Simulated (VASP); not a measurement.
Runs of VASP 6.6.1 on AlGaN2. The structure is that of space group P-4m2 (No. 115), or close to it. The cells are those of the table. 

```csv
cell,gap on the mesh (eV),pressure (GPa),largest force (eV/Å)
"a = 3.109, b = 3.109, c = 4.424 Å, 4 atoms",3.50,(c),0.02
"a = 3.094, b = 3.094, c = 4.424 Å, 4 atoms",3.57,6.6,0.03
"a = 3.204, b = 3.204, c = 4.424 Å, 4 atoms",3.08,-7.5,0.03
"a = 3.078, b = 3.078, c = 4.424 Å, 4 atoms",3.64,9.0,(b)
"a = 3.157, b = 3.157, c = 4.424 Å, 4 atoms",(a),-2.1,-
"a = 3.125, b = 3.125, c = 4.424 Å, 4 atoms",3.43,2.1,0.01
```

Alike in all rows: task single point; level r2SCAN; potentials or basis VASP PAW PBE potentials, release 64 (Al, Ga_d, N); no spin polarisation; k mesh 8 × 8 × 6; cutoff (eV) 520; smearing gaussian 0.05 eV.

Question: Fill in the values left out.

Answer: (a) 3.29; (b) 0.04; (c) 4.3.

Caveats: the PAW data sets were made with another functional, which shifts forces and pressure a little.

A k mesh can miss the band edges, and the runs leave out spin-orbit coupling on Ga.
